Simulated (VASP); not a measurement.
A run of VASP 6.6.1 is set up as follows.

Contents of POSCAR:

```
TaN
1.0
    0.0000000000      2.2111399692      2.2111399692
    2.2111399692      0.0000000000      2.2111399692
    2.2111399692      2.2111399692      0.0000000000
Ta N
1 1
Direct
    0.5000000000      0.5000000000      0.5000000000
    0.0000000000      0.0000000000      0.0000000000
```

File INCAR.step1:

```
PREC = Accurate
ENCUT = 520
ISMEAR = -1
SIGMA = 0.05
LREAL = F
LASPH = T
NELM = 150
LMAXMIX = 4
LDAU = T
LDAUTYPE = 2
LDAUL = 2 -1
LDAUU = 6 0
LDAUJ = 0 0
NBANDS = 15
GGA = PE
ALGO = Normal
EDIFF = 1E-4
LWAVE = T
LCHARG = F
```

INCAR.step2

```
PREC = Accurate
ENCUT = 520
EDIFF = 1E-6
ISMEAR = -1
SIGMA = 0.05
LREAL = F
LASPH = T
NELM = 150
ALGO = Normal
ISIF = 2
LWAVE = F
LCHARG = F
LMAXMIX = 4
LDAU = T
LDAUTYPE = 2
LDAUL = 2 -1
LDAUU = 6 0
LDAUJ = 0 0
LDAUPRINT = 1
METAGGA = R2SCAN
LMIXTAU = T
NBANDS = 15
ISTART = 1
```

Contents of KPOINTS:

```
Automatic mesh
0
Gamma
  10 10 10
```

Potentials or basis: VASP PAW PBE potentials, release 64 (Ta_pv, N).

Run with:

```bash
$ cat potpaw_PBE.64/Ta_pv/POTCAR potpaw_PBE.64/N/POTCAR > POTCAR
$ cp INCAR.step1 INCAR
$ mpirun -np 1 vasp_std > vasp.out
$ cp INCAR.step2 INCAR
$ mpirun -np 1 vasp_std > vasp.out
```

(1) Predict the band gap on the k mesh.

(2) Predict the pressure.

Results:

(1) zero (bands 8 and 9 overlap by 4.02 eV).

(2) 13.9 GPa.

Caveat: the cell stands under pressure; the PAW data sets were made with another functional, which shifts forces and pressure a little; spin-orbit coupling is left out, which moves the levels of the heavy elements; U without spin polarisation on a metal has little footing.
